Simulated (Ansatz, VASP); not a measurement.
## One calculation of CuI, two programs

File INCAR:

```
SYSTEM = CuI
PREC = Accurate
ENCUT = 520
EDIFF = 1E-6
ISMEAR = -1
SIGMA = 0.02
LREAL = .FALSE.
LASPH = .TRUE.
NELM = 100
ALGO = Normal
ISIF = 2
LWAVE = .FALSE.
LCHARG = .TRUE.
GGA = PE
LELF = .TRUE.
LVHAR = .TRUE.
NBANDS = 26
```

The input KPOINTS:

```
Automatic mesh
0
G
  6 6 6
  0 0 0
```

POSCAR

```
CuI
1.0
    3.5037460169     -3.5931533413      0.0000000000
    3.5037460169      3.5931533413      0.0000000000
    0.0000000000      0.0000000000      4.3220096347
Cu I
2 2
Direct
    0.4168025267      0.5831974733      0.7500000000
    0.5831974733      0.4168025267      0.2500000000
    0.7779467443      0.2220532557      0.7500000000
    0.2220532557      0.7779467443      0.2500000000
```

Input for Ansatz:

```yaml
crystal:
  lattice:
    - [3.5037460169, -3.5931533413, 0.0]
    - [3.5037460169, 3.5931533413, 0.0]
    - [0.0, 0.0, 4.3220096347]
  atoms:
    - { symbol: Cu, position: [0.4168025267, 0.5831974733, 0.75] }
    - { symbol: Cu, position: [0.5831974733, 0.4168025267, 0.25] }
    - { symbol: I, position: [0.7779467443, 0.2220532557, 0.75] }
    - { symbol: I, position: [0.2220532557, 0.7779467443, 0.25] }
kpoints:
  mp_grid: { grid: [6, 6, 6] }
  band_path:
    path:
      - [[0.0, 0.0, 0.0], [-0.5, 0.5, 1.022835388055e-18], [-0.4877134415724, 0.5122865584276, 1.022835388055e-18]]
      - [[0.4877134415724, 0.4877134415724, 3.523326704013e-33], [0.0, 0.0, 0.0], [3.054872631896e-35, 1.83649453596e-35, 0.5], [0.4877134415724, 0.4877134415724, 0.5]]
      - [[-0.4877134415724, 0.5122865584276, 0.5], [-0.5, 0.5, 0.5], [-0.5, 0.5, 1.022835388055e-18]]
      - [[0.0, 0.0, 0.0], [-1.388137163492e-17, 0.5, 5.114176940277e-19], [-1.422849920656e-17, 0.5, 0.5], [3.054872631896e-35, 1.83649453596e-35, 0.5], [-0.5, 0.5, 0.5]]
    npoints: 10
hamiltonian:
  xc: pbe
scf:
  occupations: { method: fermi_dirac, width: 0.02 }
  n_extra_bands: 5
output:
  forces: true
  stress: true
  eigenvalues: true
  write_density: true
  write_potential: true
  elf: true
  volumetric_format: npy
```

Alike in both runs: task single point; functional PBE; k mesh 6 × 6 × 6; occupations fermi-dirac, width 0.02 eV; no spin polarisation.

|  | VASP | Ansatz |
| --- | --- | --- |
| version | VASP 6.6.1 | Ansatz 0.2.0 |
| potentials or method | VASP PAW PBE potentials, release 64 (Cu, I) | plane waves, PAW |
| plane-wave cutoff (eV) | 520 | 420 |
| valence electrons in the cell | 36 | 72 |

Ansatz gave:

* gap on the k mesh at the Fermi level (eV): 0.95
* pressure (GPa): 2.2
* traceless stress, the component that is largest in VASP (GPa): -0.49
* rms of the force components (eV/Å): 0.068

Problem. Which values does VASP return?

Solution. gap on the k mesh at the Fermi level (eV): 0.96; pressure (GPa): 2.3; traceless stress, the component that is largest in VASP (GPa): -0.55; rms of the force components (eV/Å): 0.073.

Atom by atom the forces differ by 0.006 eV/Å (rms over components). VASP's potentials hold 36 valence electrons a cell and Ansatz's 72, so a difference there can come from the potentials and not from the codes.

Neither program's run includes spin-orbit coupling.
